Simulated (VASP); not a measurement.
## Nb3Sn: single point with r2SCAN

Crystal: Nb3Sn.

```xyz
8
Lattice="5.3732 0.0000 0.0000 0.0000 5.3732 0.0000 0.0000 0.0000 5.3732" Properties=species:S:1:pos:R:3 pbc="T T T"
Nb    1.3433    0.0000    2.6866
Nb    2.6866    4.0299    0.0000
Nb    4.0299    0.0000    2.6866
Nb    2.6866    1.3433    0.0000
Nb    0.0000    2.6866    4.0299
Nb    0.0000    2.6866    1.3433
Sn    0.0000    0.0000    0.0000
Sn    2.6866    2.6866    2.6866
```

- Program: VASP 6.6.1
- Task: single point
- Functional: r2SCAN
- Potentials or basis: VASP PAW PBE potentials, release 64 (Nb_sv, Sn_d)
- Cutoff: 520 eV
- k mesh: 6 × 6 × 6
- Occupations: gaussian, width 0.05 eV
- Spin: no spin polarisation

The pressure is -6.3 GPa and the band gap on the k mesh is zero (bands 53 and 54 overlap by 0.68 eV).

Levels at points of the mesh, in eV from the Fermi level:
| k point | band 51 | band 52 | band 53 | band 54 | band 55 | band 56 |
| --- | --- | --- | --- | --- | --- | --- |
| (0.00, 0.00, 0.00) | -0.59 | -0.59 | -0.06 | -0.06 | 2.43 | 2.49 |
| (0.50, 0.00, 0.00) | -0.85 | -0.85 | -0.45 | -0.45 | 1.50 | 1.50 |
| (0.50, 0.50, 0.00) | 0.08 | 0.23 | 0.23 | 0.60 | 0.60 | 0.67 |
| (0.50, 0.50, 0.50) | 0.04 | 0.04 | 0.04 | 0.04 | 0.13 | 0.13 |

Wall time 23 min on 1 thread of Oxide Virtual Turin-like Processor, on a shared host, peak memory 0.31 GiB.

Caveat: the cell stands under tension; the PAW data sets were made with another functional, which shifts forces and pressure a little; spin-orbit coupling is left out, which moves the levels of the heavy elements.
